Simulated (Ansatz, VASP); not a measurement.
## Two plane-wave programs on Na2Al2O

File INCAR:

```
SYSTEM = Na2Al2O
  PREC = Accurate
  ENCUT = 520
  EDIFF = 1E-6
  ISMEAR = 0
  SIGMA = 0.1
  LREAL = .FALSE.
  LASPH = .TRUE.
  NELM = 150
  ALGO = Normal
  ISIF = 2
  LWAVE = .FALSE.
  LCHARG = .FALSE.
  ISPIN = 2
  MAGMOM = 0 0 0 0 1
  LORBIT = 11
  GGA = PE
  NBANDS = 25
```

File KPOINTS:

```
Automatic mesh
0
G
  6 6 2
  0 0 0
```

The input POSCAR:

```
Na2Al2O
1.0
    3.5211221723      0.0000000000      0.0000000000
    0.0000000000      3.5211221723      0.0000000000
    0.0000000000      0.0000000000      8.8181979508
Na Al O
2 2 1
Direct
    0.0000000000      0.0000000000      0.6376256817
    0.0000000000      0.0000000000      0.3623743183
    0.0000000000      0.5000000000      0.0000000000
    0.5000000000      0.0000000000      0.0000000000
    0.5000000000      0.5000000000      0.5000000000
```

Input for Ansatz:

```yaml
crystal:
  lattice:
    - [3.5211221723, 0.0, 0.0]
    - [0.0, 3.5211221723, 0.0]
    - [0.0, 0.0, 8.8181979508]
  atoms:
    - { symbol: Na, position: [0.0, 0.0, 0.6376256817] }
    - { symbol: Na, position: [0.0, 0.0, 0.3623743183] }
    - { symbol: Al, position: [0.0, 0.5, 0.0] }
    - { symbol: Al, position: [0.5, 0.0, 0.0] }
    - { symbol: O, position: [0.5, 0.5, 0.5], spin: 1.0 }
basis:
  ecutwfc: 420
kpoints:
  mp_grid: { grid: [6, 6, 2] }
hamiltonian:
  xc: pbe
scf:
  occupations: { method: gaussian, width: 0.1 }
  lower_state_search: "off"
output:
  forces: true
  stress: true
  eigenvalues: true
  populations: true
magnetization:
  spin_polarized: true
```

Alike in both runs: task single point; functional PBE; k mesh 6 × 6 × 2; occupations gaussian, width 0.1 eV; collinear spin.

|  | VASP | Ansatz |
| --- | --- | --- |
| version | VASP 6.6.1 | Ansatz 0.2.0 |
| potentials or method | VASP PAW PBE potentials, release 64 (Na_pv, Al, O), cutoff 520 eV | scalar-relativistic, plane waves, PAW |
| valence electrons in the cell | 26 | 30 |

VASP gave:

| Property | Result |
| --- | --- |
| gap on the k mesh at the Fermi level (eV) | none |
| pressure (GPa) | 0.1 |
| traceless stress, the component that is largest in VASP (GPa) | 0.04 |
| rms of the force components (eV/Å) | 0.010 |
| net moment per atom (μB) | 0.00 |
| size of the moment on the site where the two differ most (μB) | 0.00 |

Question: Estimate Ansatz's values.

Answer: gap on the k mesh at the Fermi level (eV): none; pressure (GPa): 0.1; traceless stress, the component that is largest in VASP (GPa): 0.17; rms of the force components (eV/Å): 0.028; net moment per atom (μB): 0.07; size of the moment on the site where the two differ most (μB): 0.40.

Site moments also hang on the region over which each program counts them. Atom by atom the forces differ by 0.018 eV/Å (rms over components). A gap of «none» marks a metal or a gap that the smearing closes. VASP's potentials hold 26 valence electrons a cell and Ansatz's 30, so a difference there can come from the potentials and not from the codes.
